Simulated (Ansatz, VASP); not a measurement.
# One calculation of Sr, two programs

File INCAR:

```
SYSTEM = Sr
PREC = Accurate ; ENCUT = 520
EDIFF = 1E-6 ; ISMEAR = -1
SIGMA = 0.1 ; LREAL = .False.
LASPH = .True. ; NELM = 100
ALGO = Normal ; ISIF = 2
LWAVE = .False. ; LCHARG = .False.
GGA = PS ; NBANDS = 11
```

Contents of KPOINTS:

```
regular mesh
0
Gamma
  11 11 11
  0 0 0
```

File POSCAR:

```
Sr
1.0
   -2.2435065091      2.2435065091      2.2435065091
    2.2435065091     -2.2435065091      2.2435065091
    2.2435065091      2.2435065091     -2.2435065091
Sr
1
Direct
    0.0000000000      0.0000000000      0.0000000000
```

Input for Ansatz:

```yaml
crystal:
  lattice:
    - [-2.2435065091, 2.2435065091, 2.2435065091]
    - [2.2435065091, -2.2435065091, 2.2435065091]
    - [2.2435065091, 2.2435065091, -2.2435065091]
  atoms:
    - { symbol: Sr, position: [0.0, 0.0, 0.0] }
hamiltonian:
  xc: pbesol
  pseudopotentials:
    kind: paw
    azcp:
      Sr: "pseudopotentials/Sr.paw.azcp"
basis:
  ecutwfc: 420
  fft_grid_basis: typed
kpoints:
  mp_grid: { grid: [11, 11, 11], shift: [0, 0, 0] }
magnetization:
  spin_polarized: false
scf:
  occupations: { method: fermi_dirac, width: 0.1 }
  lower_state_search: "off"
output:
  stress: true
```

Alike in both runs: task single point; functional PBEsol; k mesh 11 × 11 × 11; occupations fermi-dirac, width 0.1 eV; no spin polarisation.

|  | VASP | Ansatz |
| --- | --- | --- |
| version | VASP 6.6.1 | Ansatz 0.2.0 |
| potentials or method | VASP PAW PBE potentials, release 64 (Sr_sv), cutoff 520 eV | plane waves (420 eV) with PAW, scalar-relativistic |
| valence electrons in the cell | 10 | 10 |

```csv
,VASP,Ansatz,Ansatz less VASP
pressure (GPa),1.9,1.9,-0.02
```

VASP's potentials were made for PBE, not for PBEsol, and Ansatz warns of the same on its side.
